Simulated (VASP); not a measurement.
# InSb (Pmmn) in VASP: notebook, part 2 of 2

VASP 6.6.1. Earlier steps stand in the parts before.

## 3. Single point, PBE

The input, INCAR:

```
SYSTEM = InSb
ALGO = Normal ; EDIFF = 1E-6
ENCUT = 520 ; GGA = PE
ISIF = 2 ; ISMEAR = 1
LASPH = .True. ; LCHARG = .True.
LELF = .True. ; LREAL = .False.
LVHAR = .True. ; LWAVE = .False.
NBANDS = 26 ; NELM = 100
PREC = Accurate ; SIGMA = 0.3
```

The input, KPOINTS:

```
k-points
0
Gamma
  8 8 14
  0 0 0
```

The input, POSCAR:

```
InSb
1.0
    5.9204200000      0.0000000000      0.0000000000
    0.0000000000      5.9380040000      0.0000000000
    0.0000000000      0.0000000000      3.2224990000
In Sb
2 2
Direct
    0.0000000000      0.0000000000      0.0088050000
    0.5000000000      0.5000000000      0.9911950000
    0.0000000000      0.5000000000      0.2769970000
    0.5000000000      0.0000000000      0.7230030000
```

Potentials or basis: VASP PAW PBE potentials, release 64 (In_d, Sb).

On the command line:

```console
$ cat potpaw_PBE.64/In_d/POTCAR potpaw_PBE.64/Sb/POTCAR > POTCAR
$ mpirun -np 1 vasp_std > vasp.out
```

OUTCAR:

```text
SYSTEM = InSb
   EDIFF = 1E-6
   ENCUT = 520
   GGA = PE
   ISIF = 2
   ISMEAR = 1
   LASPH = .True.
   LREAL = .False.
   NELM = 100
   PREC = Accurate

 ion  position               nearest neighbor table
   1  0.000  0.000  0.009-   3 3.09   3 3.09   4 3.10   4 3.10   4 3.75   4 3.75   3 3.79   3 3.79

   2  0.500  0.500  0.991-   4 3.09   4 3.09   3 3.10   3 3.10   3 3.75   3 3.75   4 3.79   4 3.79

   3  0.000  0.500  0.277-   1 3.09   1 3.09   2 3.10   2 3.10   2 3.75   2 3.75   1 3.79   1 3.79

   4  0.500  0.000  0.723-   2 3.09   2 3.09   1 3.10   1 3.10   1 3.75   1 3.75   2 3.79   2 3.79

  LATTYP: Found a simple orthorhombic cell.
 ALAT       =     3.2224990000
 B/A-ratio  =     1.8372139138
 C/A-ratio  =     1.8426705485

  Lattice vectors:

 A1 = (   0.0000000000,   0.0000000000,   3.2224990000)
 A2 = (   5.9204200000,   0.0000000000,   0.0000000000)
 A3 = (   0.0000000000,   5.9380040000,   0.0000000000)

Analysis of symmetry for initial positions (statically):
=====================================================================
 Subroutine PRICEL returns:
[... 177 lines left out ...]

 E-fermi :   7.0734     XC(G=0):  -9.8744

 val. band max:        7.0696819103   @ k =   0.0000   0.0000   0.4286
 cond. band min:       7.0894843308   @ k =   0.5000   0.5000   0.2143
 fundamental gap:      0.0198024205
 Fermi energy:         7.0733799163

 k-point     1 :       0.0000    0.0000    0.0000
  band No.  band energies     occupation
      1      -7.6751      2.00000
      2      -7.6441      2.00000
      3      -7.5519      2.00000
      4      -7.4382      2.00000
      5      -7.4216      2.00000
      6      -7.3615      2.00000
[... 685 lines left out ...]
     25      14.4669      0.00000
     26      14.4669      0.00000

 [... further k-points ...]

------------------------ aborting loop because EDIFF is reached ----------------------------------------

  FORCE on cell =-STRESS in cart. coord.  units (eV):
  Direction    XX          YY          ZZ          XY          YZ          ZX
  --------------------------------------------------------------------------------------
  -------------------------------------------------------------------------------------
  Total       -0.1569462     -0.0969191      0.2395427      0.0000000      0.0000000      0.0000000
  in kB       -2.2196051     -1.3706742      3.3877222      0.0000000      0.0000000      0.0000000
  external PRESSURE =      -0.0675190 kB  Pullay stress =       0.0000000 kB

 VOLUME and BASIS-vectors are now :
 -----------------------------------------------------------------------------
  energy-cutoff  :      520.00
  volume of cell :      113.29
      direct lattice vectors                 reciprocal lattice vectors
     5.920420000  0.000000000  0.000000000     0.168906936  0.000000000  0.000000000
     0.000000000  5.938004000  0.000000000     0.000000000  0.168406758  0.000000000
     0.000000000  0.000000000  3.222499000     0.000000000  0.000000000  0.310318172

 POSITION                                       TOTAL-FORCE (eV/Angst)
 -----------------------------------------------------------------------------------
      0.00000      0.00000      0.02837         0.000000      0.000000     -0.000067
      2.96021      2.96900      3.19412         0.000000      0.000000      0.000067
      0.00000      2.96900      0.89262         0.000000      0.000000     -0.058648
      2.96021      0.00000      2.32988         0.000000      0.000000      0.058648
 -----------------------------------------------------------------------------------
    total drift:                                0.000000      0.000000      0.000000

  FREE ENERGIE OF THE ION-ELECTRON SYSTEM (eV)
  ---------------------------------------------------
  free  energy   TOTEN  =       -13.3584630181 eV

  energy  without entropy=      -13.3572243287  energy(sigma->0) =      -13.35805012
```

OSZICAR:

```text
N       E                     dE             d eps       ncg     rms          rms(c)
DAV:   1     0.287401342852E+03    0.28740E+03   -0.15650E+04 10400   0.148E+03
DAV:   2     0.117406145670E+02   -0.27566E+03   -0.26899E+03 10754   0.365E+02
DAV:   3    -0.124629770662E+02   -0.24204E+02   -0.23738E+02 13160   0.122E+02
DAV:   4    -0.133852367579E+02   -0.92226E+00   -0.91779E+00 12188   0.248E+01
DAV:   5    -0.134371241342E+02   -0.51887E-01   -0.51880E-01 16188   0.538E+00    0.424E+00
DAV:   6    -0.133635654083E+02    0.73559E-01   -0.17496E-01 14050   0.533E+00    0.237E+00
DAV:   7    -0.133589769866E+02    0.45884E-02   -0.60077E-02 13988   0.223E+00    0.481E-01
DAV:   8    -0.133583279237E+02    0.64906E-03   -0.71088E-03 12644   0.928E-01    0.184E-01
DAV:   9    -0.133584739144E+02   -0.14599E-03   -0.75664E-04 13816   0.208E-01    0.697E-02
DAV:  10    -0.133584622213E+02    0.11693E-04   -0.43444E-05 15278   0.600E-02    0.335E-02
DAV:  11    -0.133584630181E+02   -0.79679E-06   -0.58065E-06 10312   0.230E-02
   1 F= -.13358463E+02 E0= -.13358050E+02  d E =-.123869E-02
```

stdout:

```text
POSCAR found type information on POSCAR InSb
 POSCAR found :  2 types and       4 ions
 scaLAPACK will be used
 LDA part: xc-table for (Slater+PW92), standard interpolation
 POSCAR, INCAR and KPOINTS ok, starting setup
 FFT: planning ... GRIDC
 FFT: planning ... GRID_SOFT
 FFT: planning ... GRID
 WAVECAR not read
 entering main loop
```

Wall time 2.6 min (1 thread of Intel Xeon 6975P-C (Granite Rapids), shared host); peak memory 0.61 GiB.

What came out:

- Free energy: -13.3585 eV
- Pressure: 0.0 GPa
- Largest force: 0.059 eV/Å
- Band gap on the k mesh: zero (bands 18 and 19 overlap by 2.69 eV)

Forces on the atoms (eV/Å):
```
In   0.000  0.000  0.000
In   0.000  0.000  0.000
Sb   0.000  0.000 -0.059
Sb   0.000  0.000  0.059
```

Stress tensor (GPa, compression positive):
```
-0.22  0.00  0.00
 0.00 -0.14  0.00
 0.00  0.00  0.34
```

Levels at points of the mesh, in eV from the Fermi level:
| k point | band 15 | band 16 | band 17 | band 18 | band 19 | band 20 | band 21 | band 22 |
| --- | --- | --- | --- | --- | --- | --- | --- | --- |
| (0.00, 0.00, 0.00) | -4.52 | -3.37 | -1.98 | -1.97 | 3.28 | 3.71 | 4.54 | 5.91 |
| (0.50, 0.00, 0.00) | -3.53 | -3.53 | 0.20 | 0.20 | 3.10 | 3.10 | 4.22 | 4.22 |
| (0.00, 0.50, 0.00) | -3.53 | -3.53 | 0.16 | 0.16 | 3.08 | 3.08 | 4.21 | 4.21 |
| (0.50, 0.50, 0.00) | -0.40 | -0.40 | 1.54 | 1.54 | 1.78 | 1.78 | 1.92 | 1.92 |
| (0.00, 0.00, 0.50) | -2.20 | -1.68 | -1.63 | -0.84 | -0.78 | -0.72 | 0.45 | 0.88 |
| (0.50, 0.00, 0.50) | -2.15 | -2.15 | -1.27 | -1.27 | -1.12 | -1.12 | 2.46 | 2.46 |
| (0.00, 0.50, 0.50) | -2.12 | -2.12 | -1.21 | -1.21 | -1.05 | -1.05 | 2.36 | 2.36 |
| (0.50, 0.50, 0.50) | -4.00 | -4.00 | -2.85 | -2.85 | 2.84 | 2.84 | 3.14 | 3.14 |

Caveat: spin-orbit coupling is left out, which moves the levels of the heavy elements.
